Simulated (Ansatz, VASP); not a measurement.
**TiCo in VASP and in Ansatz**

```
Co Ti
1.0
     2.98758    0.00000    0.00000
     0.00000    2.98758    0.00000
     0.00000    0.00000    2.98758
Co Ti
1 1
Cartesian
  0.0000 0.0000 0.0000
  1.4938 1.4938 1.4938
```

Alike in both runs: functional r2SCAN; k mesh 16 × 16 × 16; occupations methfessel-paxton of order 1, width 0.1 eV; collinear spin.

Ansatz relaxed the structure, and its values are those at the end. VASP's run is a single point on that final structure, the one shown.

|  | VASP | Ansatz |
| --- | --- | --- |
| version | VASP 6.6.1 | Ansatz 0.2.0 |
| potentials or method | VASP PAW PBE potentials, release 64 (Co, Ti_sv) | scalar-relativistic, plane waves, PAW |
| plane-wave cutoff (eV) | 660 | 500 |
| valence electrons in the cell | 21 | 29 |

|  | VASP | Ansatz | Ansatz less VASP |
| --- | --- | --- | --- |
| gap on the k mesh at the Fermi level (eV) | none | none | - |
| pressure (GPa) | 0.2 | 0.0 | -0.22 |
| net moment per atom (μB) | 0.44 | 0.44 | 0.000 |
| size of the moment on the site where the two differ most (μB) | 1.37 | 1.40 | +0.028 |

VASP's potentials were made for PBE, not for r2SCAN. Site moments also hang on the region over which each program counts them. A gap of «none» marks a metal or a gap that the smearing closes. VASP's potentials hold 21 valence electrons a cell and Ansatz's 29, so a difference there can come from the potentials and not from the codes.
